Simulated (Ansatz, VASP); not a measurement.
# Si: VASP beside Ansatz

The input INCAR:

```
SYSTEM = Si
ALGO = Normal
EDIFF = 1E-6
EDIFFG = -0.01
ENCUT = 600
GGA = PE
IBRION = 2
ISIF = 3
ISMEAR = -1
LASPH = .TRUE.
LCHARG = .FALSE.
LREAL = .FALSE.
LWAVE = .FALSE.
NELM = 60
NSW = 80
PREC = Accurate
SIGMA = 0.01
```

Contents of KPOINTS:

```
k-points
0
G
  9 9 9
  0 0 0
```

The input POSCAR:

```
Si
1.0
    0.0000000000      2.7153500000      2.7153500000
    2.7153500000      0.0000000000      2.7153500000
    2.7153500000      2.7153500000      0.0000000000
Si
2
Direct
    0.0000000000      0.0000000000      0.0000000000
    0.2500000000      0.2500000000      0.2500000000
```

Input for Ansatz:

```yaml
crystal:
  lattice:
    - [0.0, 2.71535, 2.71535]
    - [2.71535, 0.0, 2.71535]
    - [2.71535, 2.71535, 0.0]
  atoms:
    - { symbol: Si, position: [0.0, 0.0, 0.0] }
    - { symbol: Si, position: [0.25, 0.25, 0.25] }
basis:
  ecutwfc: 420
  xc_grid: 2
hamiltonian:
  xc: pbe
  pseudopotentials: { kind: paw, azcp: { folder: soft_1 } }
kpoints:
  mp_grid: { grid: [9, 9, 9] }
scf:
  occupations: { method: fermi_dirac, width: 0.01 }
  max_iter: 150
output:
  forces: true
  stress: true
relax:
  f_tol: 0.01
  max_steps: 60
  cell: {}
checkpoint:
  write: "../pbe.run"
  compress: false
  write_wavefunctions: false
  write_every: 100000
```

Alike in both runs: task relaxation of cell and atoms; functional PBE; k mesh 9 × 9 × 9; occupations fermi-dirac, width 0.01 eV; no spin polarisation.

|  | VASP | Ansatz |
| --- | --- | --- |
| version | VASP 6.6.1 | Ansatz 0.2.0 |
| potentials or method | VASP PAW PBE potentials, release 64 (Si), cutoff 600 eV | plane-wave PAW DFT |
| valence electrons in the cell | 8 | 8 |

```csv
,VASP,Ansatz,Ansatz less VASP
relaxed volume (Å³/atom),20.44,20.45,+0.010
relaxed cell length with the largest relative difference (Å),3.867,3.868,+0.0007
```
